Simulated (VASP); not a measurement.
# BaTiO3 (P1) in VASP: settings compared, part 2 of 2

VASP 6.6.1.

## 4. Single point, LDA

Input file INCAR:

```
SYSTEM = BaTiO3
  PREC = Accurate
  ENCUT = 600
  EDIFF = 1E-6
  ISMEAR = -1
  SIGMA = 0.05
  LREAL = .False.
  LASPH = .True.
  NELM = 120
  ALGO = Normal
  ISIF = 2
  LWAVE = .False.
  LCHARG = .False.
  NBANDS = 51
  GGA_COMPAT = .False.
```

Input file KPOINTS:

```
regular mesh
0
Gamma
  7 7 4
  0 0 0
```

Input file POSCAR:

```
BaTiO3
1.0
    4.0073000000      0.0000000000      0.0000000000
    0.0000000000      4.0073000000      0.0000000000
    0.0000000000      0.0000000000      8.0146000000
Ba Ti O
2 2 6
Direct
    0.5774118300      0.5950023200      0.2399217200
    0.5133239400      0.4560751000      0.7636477900
    0.0354144600      0.9982134600      0.0132376500
    0.9499882200      0.9711686500      0.5185272300
    0.5690732100      0.9256262100      0.9797733700
    0.4293289800      0.9665517700      0.5005258200
    0.9689020100      0.5955733500      0.9841481100
    0.9541317500      0.4628596100      0.5236707700
    0.9618464100      0.0102451400      0.2239939200
    0.0405791900      0.0186844000      0.7525536100
```

Potentials or basis: VASP PAW LDA potentials, release 64 (Ba_sv, Ti_sv, O).

On the command line:

```bash
$ cat potpaw_LDA.64/Ba_sv/POTCAR potpaw_LDA.64/Ti_sv/POTCAR potpaw_LDA.64/O/POTCAR > POTCAR
$ mpirun -np 1 vasp_std > vasp.out
```

OUTCAR:

```text
SYSTEM = BaTiO3
   PREC = Accurate
   ENCUT = 600
   EDIFF = 1E-6
   ISMEAR = -1
   LREAL = .False.
   LASPH = .True.
   NELM = 120
   ISIF = 2

 ion  position               nearest neighbor table
   1  0.577  0.595  0.240-   9 2.27   5 2.47   7 2.58   6 2.63   8 2.78   9 2.81   9 2.98   3 3.05
                             4 3.08   7 3.19   3 3.26   6 3.33   3 3.52   4 3.67   4 3.69   3 3.71
   2  0.513  0.456  0.764-   5 2.57  10 2.58   7 2.60   8 2.61  10 2.75   5 2.75   7 2.86   6 2.90
                            10 2.95   8 2.95   6 2.96  10 3.09   4 3.27   3 3.32   4 3.34   3 3.43
   3  0.035  0.998  0.013-   7 1.65   9 1.72   5 1.91  10 2.09   5 2.17   7 2.42   1 3.05   1 3.26
                             2 3.32   2 3.43   1 3.52   2 3.52   2 3.62   1 3.71
   4  0.950  0.971  0.519-  10 1.92   6 1.93   8 1.97   8 2.04   6 2.09   9 2.37   1 3.08   2 3.27
                             2 3.34   2 3.57   2 3.64   1 3.67   1 3.69
   5  0.569  0.926  0.980-   3 1.91   3 2.17   1 2.47   2 2.57   2 2.75
   6  0.429  0.967  0.501-   4 1.93   4 2.09   1 2.63   2 2.90   2 2.96   1 3.33
   7  0.969  0.596  0.984-   3 1.65   3 2.42   1 2.58   2 2.60   2 2.86   1 3.19
   8  0.954  0.463  0.524-   4 1.97   4 2.04   2 2.61   1 2.78   2 2.95
   9  0.962  0.010  0.224-   3 1.72   1 2.27   4 2.37   1 2.81   1 2.98
[... 1504 lines left out ...]
 [... further k-points ...]

------------------------ aborting loop because EDIFF is reached ----------------------------------------

  FORCE on cell =-STRESS in cart. coord.  units (eV):
  Direction    XX          YY          ZZ          XY          YZ          ZX
  --------------------------------------------------------------------------------------
  -------------------------------------------------------------------------------------
  Total        4.8598805      9.7714205      9.4726843      1.6818998     -0.9051379     -2.8570486
  in kB       60.4993362    121.6417671    117.9228809     20.9375148    -11.2678168    -35.5666243
  external PRESSURE =     100.0213281 kB  Pullay stress =       0.0000000 kB

 VOLUME and BASIS-vectors are now :
 -----------------------------------------------------------------------------
  energy-cutoff  :      600.00
  volume of cell :      128.70
      direct lattice vectors                 reciprocal lattice vectors
     4.007300000  0.000000000  0.000000000     0.249544581  0.000000000  0.000000000
     0.000000000  4.007300000  0.000000000     0.000000000  0.249544581  0.000000000
     0.000000000  0.000000000  8.014600000     0.000000000  0.000000000  0.124772291

 POSITION                                       TOTAL-FORCE (eV/Angst)
 -----------------------------------------------------------------------------------
      2.31386      2.38435      1.92288        -2.980177     -3.592733      0.990783
      2.05704      1.82763      6.12033        -0.694450      0.556730     -0.717698
      0.14192      4.00014      0.10609         1.168970      2.462038     -4.353027
      3.80689      3.89176      4.15579         2.149061      0.960667      2.485716
      2.28045      3.70926      7.85249        -4.194655      4.005021      0.282336
      1.72045      3.87326      4.01151         1.468424     -0.027121     -0.498502
      3.88268      2.38664      7.88755         2.906088     -6.992264      0.544846
      3.82349      1.85482      4.19701        -0.364980      0.965525     -1.348210
      3.85441      0.04106      1.79522         1.836620      2.026525      4.244924
      0.16261      0.07487      6.03142        -1.294901     -0.364389     -1.631168
 -----------------------------------------------------------------------------------
    total drift:                               -0.000171      0.000010     -0.000252

  FREE ENERGIE OF THE ION-ELECTRON SYSTEM (eV)
  ---------------------------------------------------
  free  energy   TOTEN  =       -83.7648459027 eV

  energy  without entropy=      -83.7648458256  energy(sigma->0) =      -83.76484586
```

OSZICAR:

```text
N       E                     dE             d eps       ncg     rms          rms(c)
DAV:   1     0.105949131758E+04    0.10595E+04   -0.42054E+04 10114   0.187E+03
DAV:   2     0.669341156607E+02   -0.99256E+03   -0.92673E+03 10907   0.516E+02
DAV:   3    -0.950572100493E+02   -0.16199E+03   -0.15710E+03 13467   0.196E+02
DAV:   4    -0.105151429780E+03   -0.10094E+02   -0.10063E+02 15692   0.467E+01
DAV:   5    -0.105528086735E+03   -0.37666E+00   -0.37640E+00 14316   0.766E+00    0.379E+01
DAV:   6    -0.842000493767E+02    0.21328E+02   -0.12000E+02 15002   0.817E+01    0.170E+01
DAV:   7    -0.845276466974E+02   -0.32760E+00   -0.30804E+01 15054   0.353E+01    0.122E+01
DAV:   8    -0.837860719767E+02    0.74157E+00   -0.30902E+00 14964   0.151E+01    0.464E+00
DAV:   9    -0.838293778871E+02   -0.43306E-01   -0.10495E+00 16076   0.629E+00    0.262E+00
DAV:  10    -0.837724041188E+02    0.56974E-01   -0.20888E-01 14870   0.375E+00    0.129E+00
DAV:  11    -0.837662831404E+02    0.61210E-02   -0.90910E-02 14545   0.226E+00    0.280E-01
DAV:  12    -0.837650715794E+02    0.12116E-02   -0.87585E-03 12540   0.562E-01    0.124E-01
DAV:  13    -0.837648178828E+02    0.25370E-03   -0.15177E-03 12636   0.278E-01    0.498E-02
DAV:  14    -0.837648451262E+02   -0.27243E-04   -0.24976E-04 14480   0.913E-02    0.248E-02
DAV:  15    -0.837648462847E+02   -0.11585E-05   -0.44593E-05 15636   0.354E-02    0.125E-02
DAV:  16    -0.837648459027E+02    0.38204E-06   -0.53332E-06 12104   0.155E-02
   1 F= -.83764846E+02 E0= -.83764846E+02  d E =-.770463E-07
```

stdout:

```text
POSCAR found type information on POSCAR BaTiO
 POSCAR found :  3 types and      10 ions
 scaLAPACK will be used
 LDA part: xc-table for (Slater(with rela. corr.)+CA(PZ))
 , standard interpolation
 POSCAR, INCAR and KPOINTS ok, starting setup
 FFT: planning ... GRIDC
 FFT: planning ... GRID_SOFT
 FFT: planning ... GRID
 WAVECAR not read
 entering main loop
```

It took 25 min on 1 thread of Oxide Virtual Turin-like, shared host; peak memory 0.65 GiB.

Results:

```
Free energy            : -83.7648 eV
Pressure               : 10.0 GPa
Largest force          : 7.592 eV/Å
Band gap on the k mesh : 1.42 eV
```

Forces in eV/Å, atoms in the order of the input:
```
Ba  -2.980 -3.593  0.991
Ba  -0.694  0.557 -0.718
Ti   1.169  2.462 -4.353
Ti   2.149  0.961  2.486
O   -4.195  4.005  0.282
O    1.468 -0.027 -0.499
O    2.906 -6.992  0.545
O   -0.365  0.966 -1.348
O    1.837  2.027  4.245
O   -1.295 -0.364 -1.631
```

Stress tensor (GPa, compression positive):
```
 6.05  2.09 -3.56
 2.09 12.16 -1.13
-3.56 -1.13 11.79
```

Caveat: the stress differs along the axes, from 6 to 12 GPa; spin-orbit coupling is left out, which moves the levels of the heavy elements; forces of over 1 eV/Å act on the atoms, so gaps and moduli don't describe the material at rest. A k mesh can miss the band edges.

## 5. Summary

```csv
task,level,potentials or basis,cell,cutoff (eV),gap on the mesh (eV),pressure (GPa),largest force (eV/Å)
single point,PBEsol,"VASP PAW PBE potentials, release 64 (Ba_sv, Ti_sv, O)",as given,520,1.45,14.6,7.78
relaxation of cell and atoms,LDA,"VASP PAW LDA potentials, release 64 (Ba_sv, Ti_sv, O)",relaxed,600,2.08,0.0,0.01
single point,LDA,"VASP PAW LDA potentials, release 64 (Ba_sv, Ti_sv, O)",as given,600,1.42,10.0,7.59
```

Alike in all rows: no spin polarisation; k mesh 7 × 7 × 4; smearing fermi-dirac 0.05 eV.

Caveats: spin-orbit coupling is left out, which moves the levels of the heavy elements; the stress differs along the axes, from 11 to 17 GPa (at least some runs); the PAW data sets were made with another functional, which shifts forces and pressure a little (at least some runs); the stress differs along the axes, from 6 to 12 GPa (at least some runs); forces of over 1 eV/Å act on the atoms, so gaps and moduli don't describe the material at rest (at least some runs).

Absolute energies hang on the potentials; compare differences alone.
